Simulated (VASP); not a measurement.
# BaTiO3 (Pm-3m) in VASP: a series of runs

BaTiO3 is run at these levels: PBE+U; tasks: single point.

Program: VASP 6.6.1. These are calculated values, not measurements. Logs are shortened: lines on timing, memory, paths and dates and some standing lists are left out, and cuts for length are marked.

**1. The cell of the first run**

The structure is cubic, space group Pm-3m (No. 221). Conventional cell: a = 3.928 Å, b = 3.928 Å, c = 3.928 Å, α = 90.00°, β = 90.00°, γ = 90.00°. Ba (site symmetry m-3m) has 12 O at 2.78 Å and 8 Ti at 3.40 Å within 3.7 Å. Within 2.6 Å of Ti (site symmetry m-3m) lie 6 O at 1.96 Å. Within 2.6 Å of O (site symmetry 4/mmm) lie 2 Ti at 1.96 Å.

**2. Single point, PBE+U (the cell strained)**

Contents of INCAR:

```
SYSTEM = BaTiO3
  PREC = Accurate
  ENCUT = 520
  EDIFF = 1E-6
  ISMEAR = 0
  SIGMA = 0.05
  LREAL = .FALSE.
  LASPH = .TRUE.
  NELM = 150
  ALGO = Normal
  ISIF = 2
  LWAVE = .FALSE.
  LCHARG = .FALSE.
  LMAXMIX = 4
  LDAU = .TRUE.
  LDAUTYPE = 2
  LDAUL = -1 2 -1
  LDAUU = 0 4 0
  LDAUJ = 0 0 0
  LDAUPRINT = 1
  GGA = PE
  NBANDS = 28
```

Contents of KPOINTS:

```
regular mesh
0
G
  8 8 8
  0 0 0
```

Contents of POSCAR:

```
BaTiO3
1.0
    3.9281302568      0.0000000000      0.0000000000
    0.0000000000      3.9281302568      0.0000000000
    0.0000000000      0.0000000000      3.9281302568
Ba Ti O
1 1 3
Direct
    0.5000000000      0.5000000000      0.5000000000
    0.0000000000      0.0000000000      0.0000000000
    0.5000000000      0.0000000000      0.0000000000
    0.0000000000      0.5000000000      0.0000000000
    0.0000000000      0.0000000000      0.5000000000
```

Potentials or basis: VASP PAW PBE potentials, release 64 (Ba_sv, Ti_sv, O).

Command:

```
> cat potpaw_PBE.64/Ba_sv/POTCAR potpaw_PBE.64/Ti_sv/POTCAR potpaw_PBE.64/O/POTCAR > POTCAR
> mpirun -np 1 vasp_std > vasp.out
```

OUTCAR:

```text
SYSTEM = BaTiO3
   PREC = Accurate
   ENCUT = 520
   EDIFF = 1E-6
   ISMEAR = 0
   LREAL = .FALSE.
   LASPH = .TRUE.
   NELM = 150
   ISIF = 2
   GGA = PE

 ion  position               nearest neighbor table
   1  0.500  0.500  0.500-   3 2.78   4 2.78   5 2.78   3 2.78   4 2.78   3 2.78   5 2.78   3 2.78
                             4 2.78   5 2.78   4 2.78   5 2.78   2 3.40   2 3.40   2 3.40   2 3.40
   2  0.000  0.000  0.000-   3 1.96   4 1.96   5 1.96   5 1.96   4 1.96   3 1.96   1 3.40   1 3.40
                             1 3.40   1 3.40   1 3.40   1 3.40   1 3.40   1 3.40
   3  0.500  0.000  0.000-   2 1.96   2 1.96   1 2.78   1 2.78   1 2.78   1 2.78
   4  0.000  0.500  0.000-   2 1.96   2 1.96   1 2.78   1 2.78   1 2.78   1 2.78
   5  0.000  0.000  0.500-   2 1.96   2 1.96   1 2.78   1 2.78   1 2.78   1 2.78

  LATTYP: Found a simple cubic cell.
 ALAT       =     3.9281302568

  Lattice vectors:

 A1 = (   3.9281302568,   0.0000000000,   0.0000000000)
 A2 = (   0.0000000000,   3.9281302568,   0.0000000000)
 A3 = (   0.0000000000,   0.0000000000,   3.9281302568)

Analysis of symmetry for initial positions (statically):
=====================================================================
 Subroutine PRICEL returns:
 Original cell was already a primitive cell.

 Routine SETGRP: Setting up the symmetry group for a
 simple cubic supercell.

 Subroutine GETGRP returns: Found 48 space group operations
 (whereof 48 operations were pure point group operations)
 out of a pool of 48 trial point group operations.

The static configuration has the point symmetry O_h .

Analysis of symmetry for dynamics (positions and initial velocities):
=====================================================================
 Subroutine PRICEL returns:
 Original cell was already a primitive cell.

 Routine SETGRP: Setting up the symmetry group for a
 simple cubic supercell.

 Subroutine GETGRP returns: Found 48 space group operations
 (whereof 48 operations were pure point group operations)
 out of a pool of 48 trial point group operations.

The dynamic configuration has the point symmetry O_h .

 Subroutine INISYM returns: Found 48 space group operations
 (whereof 48 operations are pure point group operations),
 and found     1 'primitive' translations

----------------------------------------------------------------------------------------

                                     Primitive cell

  volume of cell :      60.6119

  direct lattice vectors                    reciprocal lattice vectors
     3.928130257  0.000000000  0.000000000     0.254574043  0.000000000  0.000000000
     0.000000000  3.928130257  0.000000000     0.000000000  0.254574043  0.000000000
     0.000000000  0.000000000  3.928130257     0.000000000  0.000000000  0.254574043

  length of vectors
     3.928130257  3.928130257  3.928130257     0.254574043  0.254574043  0.254574043

  position of ions in fractional coordinates (direct lattice)
     0.500000000  0.500000000  0.500000000
     0.000000000  0.000000000  0.000000000
     0.500000000  0.000000000  0.000000000
     0.000000000  0.500000000  0.000000000
     0.000000000  0.000000000  0.500000000

  ion indices of the primitive-cell ions
   primitive index   ion index
                 1           1
                 2           2
                 3           3
                 4           4
                 5           5

----------------------------------------------------------------------------------------

 KPOINTS: regular mesh

Automatic generation of k-mesh.
 Grid dimensions read from file:
 generate k-points for:    8    8    8

 Generating k-lattice:

  Cartesian coordinates                     Fractional coordinates (reciprocal lattice)
[... 54 lines left out ...]
   ISPIN  =      1    spin polarized calculation?
   LNONCOLLINEAR =      F non collinear calculations
   LSORBIT =      F    spin-orbit coupling
   LASPH  =      T    aspherical Exc in radial PAW
   ENCUT  =  520.0 eV  38.22 Ry    6.18 a.u.   7.30  7.30  7.30*2*pi/ulx,y,z
   NELM   =    150;   NELMIN=  2; NELMDL= -5     # of ELM steps
   EDIFF  = 0.1E-05   stopping-criterion for ELM
   LREAL  =      F    real-space projection
   EDIFFG = 0.1E-04   stopping-criterion for IOM
   NSW    =      0    number of steps for IOM
   IBRION =     -1    ionic relax: 0-MD 1-quasi-New 2-CG
   NFREE  =      0    steps in history (QN), initial steepest desc. (CG)
   ISIF   =      2    stress and relaxation
   ISYM   =      2    0-nonsym 1-usesym 2-fastsym
   POTIM  = 0.5000    time-step for ionic-motion
   TEBEG  =    0.0;   TEEND  =   0.0 temperature during run
   PSTRESS=    0.0 pullay stress
   NELECT =      40.0000    total number of electrons
   NUPDOWN=      -1.0000    fix difference up-down
   EMIN   =  10.00;   EMAX   =-10.00  energy-range for DOS
   EFERMI =   0.00;   METHOD = LEGACY
   ISMEAR =     0;   SIGMA  =   0.05  broadening in eV -4-tet -1-fermi 0-gaus
   EFERMI_NEDOS =   21; number of points for ismear=-14 and -15
   IALGO  =     38    algorithm
   IMIX   =      4    mixing-type and parameters
     AMIX     =   0.40;   BMIX     =  1.00
     AMIX_MAG =   1.60;   BMIX_MAG =  1.00
  volume/ion in A,a.u.               =      12.12        81.81
  Fermi-wavevector in a.u.,A,eV,Ry     =   1.425309  2.693443 27.640304  2.031505
  Thomas-Fermi vector in A             =   2.545707
   LORBIT       =      0    0 simple, 1 ext, 2 COOP (PROOUT), +10 PAW based schemes
 LDA+U is selected, type is set to LDAUTYPE =  2
   angular momentum for each species LDAUL =    -1    2   -1
   U (eV)           for each species LDAUU =   0.0  4.0  0.0
   J (eV)           for each species LDAUJ =   0.0  0.0  0.0
   GGA     = PE    functional components
   LHFCALC =     F    Hartree Fock is set to
   AEXX    =    0.0000 exact exchange contribution
   IVDW    =     0    specifies the selected vdW correction
   LEPSILON=     F    determine dielectric tensor
   LRPA    =     F    only Hartree local field effects (RPA)
 non-spin polarized calculation
 Gauss-broadening in eV      SIGMA  =   0.05
  energy-cutoff  :      520.00
  volume of cell :       60.61
 maximum number of plane-waves:      1654
 NGX is ok and might be reduce to    30
   NGX = 15   NGY = 15   NGZ = 15

atom =   2  type =  2  l = 2

 onsite density matrix

spin component  1

  0.1067 -0.0000 -0.0000  0.0000  0.0000
 -0.0000  0.1067 -0.0000 -0.0000 -0.0000
 -0.0000 -0.0000  0.2499 -0.0000 -0.0000
  0.0000 -0.0000 -0.0000  0.1067  0.0000
  0.0000 -0.0000 -0.0000  0.0000  0.2499

spin component  2

  0.1067 -0.0000 -0.0000  0.0000  0.0000
 -0.0000  0.1067 -0.0000 -0.0000 -0.0000
 -0.0000 -0.0000  0.2499 -0.0000 -0.0000
  0.0000 -0.0000 -0.0000  0.1067  0.0000
  0.0000 -0.0000 -0.0000  0.0000  0.2499

 occupancies and eigenvectors

  o =  0.1067  v =  1.0000  0.0000  0.0000  0.0000  0.0000  0.0000  0.0000  0.0000  0.0000  0.0000      0.0000  0.0000  0.0000  0.0000  0.0000  0.0000  0.0000  0.0000  0.0000  0.0000
  o =  0.1067  v =  0.0000  0.0000  0.0000  0.0000  0.0000  1.0000  0.0000  0.0000  0.0000  0.0000      0.0000  0.0000  0.0000  0.0000  0.0000  0.0000  0.0000  0.0000  0.0000  0.0000
  o =  0.1067  v =  0.0000 -0.3771 -0.0000  0.9262  0.0000  0.0000  0.0000  0.0000  0.0000  0.0000      0.0000  0.0000  0.0000  0.0000  0.0000  0.0000  0.0000  0.0000  0.0000  0.0000
  o =  0.1067  v =  0.0000  0.0000  0.0000  0.0000  0.0000  0.0000 -0.3771 -0.0000  0.9262  0.0000      0.0000  0.0000  0.0000  0.0000  0.0000  0.0000  0.0000  0.0000  0.0000  0.0000
  o =  0.1067  v =  0.0000  0.9262  0.0000  0.3771  0.0000  0.0000  0.0000  0.0000  0.0000  0.0000      0.0000  0.0000  0.0000  0.0000  0.0000  0.0000  0.0000  0.0000  0.0000  0.0000
  o =  0.1067  v =  0.0000  0.0000  0.0000  0.0000  0.0000  0.0000  0.9262  0.0000  0.3771  0.0000      0.0000  0.0000  0.0000  0.0000  0.0000  0.0000  0.0000  0.0000  0.0000  0.0000
  o =  0.2499  v =  0.0000 -0.0000  0.9999  0.0000 -0.0115  0.0000  0.0000  0.0000  0.0000  0.0000      0.0000  0.0000  0.0000  0.0000  0.0000  0.0000  0.0000  0.0000  0.0000  0.0000
  o =  0.2499  v =  0.0000  0.0000  0.0000  0.0000  0.0000  0.0000 -0.0000  0.9999  0.0000 -0.0115      0.0000  0.0000  0.0000  0.0000  0.0000  0.0000  0.0000  0.0000  0.0000  0.0000
  o =  0.2499  v =  0.0000  0.0000  0.0000  0.0000  0.0000  0.0000  0.0000  0.0115 -0.0000  0.9999      0.0000  0.0000  0.0000  0.0000  0.0000  0.0000  0.0000  0.0000  0.0000  0.0000
  o =  0.2499  v =  0.0000  0.0000  0.0115 -0.0000  0.9999  0.0000  0.0000  0.0000  0.0000  0.0000      0.0000  0.0000  0.0000  0.0000  0.0000  0.0000  0.0000  0.0000  0.0000  0.0000

 number of electron      39.9999994 magnetization

 Free energy of the ion-electron system (eV)
  ---------------------------------------------------
  ext. energy  EPLUGINS =         0.00000000
  ---------------------------------------------------
  free energy    TOTEN  =       -37.00798487 eV

  energy without entropy =      -37.00798487  energy(sigma->0) =      -37.00798487

 E-fermi :   4.7350     XC(G=0): -11.5658

 val. band max:        4.4187661937   @ k =   0.5000   0.5000   0.5000
 cond. band min:       6.7643037967   @ k =   0.0000   0.0000   0.0000
 fundamental gap:      2.3455376030
 Fermi energy:         4.7349907268

 k-point     1 :       0.0000    0.0000    0.0000
  band No.  band energies     occupation
      1     -53.0320      2.00000
      2     -29.2266      2.00000
      3     -29.2266      2.00000
      4     -29.2266      2.00000
      5     -20.2844      2.00000
      6     -12.6597      2.00000
[... 733 lines left out ...]
     27      12.9235      0.00000
     28      13.7953      0.00000

 [... further k-points ...]

------------------------ aborting loop because EDIFF is reached ----------------------------------------

  FORCE on cell =-STRESS in cart. coord.  units (eV):
  Direction    XX          YY          ZZ          XY          YZ          ZX
  --------------------------------------------------------------------------------------
  -------------------------------------------------------------------------------------
  Total        7.2216175      7.2216175      7.2216175      0.0000000      0.0000000      0.0000000
  in kB      190.8918658    190.8918658    190.8918658      0.0000000      0.0000000      0.0000000
  external PRESSURE =     190.8918658 kB  Pullay stress =       0.0000000 kB

 VOLUME and BASIS-vectors are now :
 -----------------------------------------------------------------------------
  energy-cutoff  :      520.00
  volume of cell :       60.61
      direct lattice vectors                 reciprocal lattice vectors
     3.928130257  0.000000000  0.000000000     0.254574043  0.000000000  0.000000000
     0.000000000  3.928130257  0.000000000     0.000000000  0.254574043  0.000000000
     0.000000000  0.000000000  3.928130257     0.000000000  0.000000000  0.254574043

 POSITION                                       TOTAL-FORCE (eV/Angst)
 -----------------------------------------------------------------------------------
      1.96407      1.96407      1.96407         0.000000      0.000000      0.000000
      0.00000      0.00000      0.00000         0.000000      0.000000      0.000000
      1.96407      0.00000      0.00000         0.000000      0.000000      0.000000
      0.00000      1.96407      0.00000         0.000000      0.000000      0.000000
      0.00000      0.00000      1.96407         0.000000      0.000000      0.000000
 -----------------------------------------------------------------------------------
    total drift:                                0.000000     -0.000000      0.000000

  FREE ENERGIE OF THE ION-ELECTRON SYSTEM (eV)
  ---------------------------------------------------
  free  energy   TOTEN  =       -37.0079848701 eV

  energy  without entropy=      -37.0079848701  energy(sigma->0) =      -37.00798487
```

It took 57 s on 1 thread of Intel Xeon Platinum 8488C (Sapphire Rapids), shared host; peak memory 0.2 GiB.

What came out:

```yaml
Free_energy: -37.0080 eV
Pressure: 19.1 GPa
Band_gap_on_the_k_mesh: 2.35 eV (least direct gap 2.48 eV)
```

Eigenvalues of the final occupation matrices:
| site | spin | trace | eigenvalues |
| --- | --- | --- | --- |
| site 2 d | 1 | 0.82 | 0.11 0.11 0.11 0.25 0.25 |
| site 2 d | 2 | 0.82 | 0.11 0.11 0.11 0.25 0.25 |

Caveat: the cell differs from its parent crystal (the cell strained); the cell stands under pressure; spin-orbit coupling is left out, which moves the levels of the heavy elements.

(Part 1 of 3 ends here.)
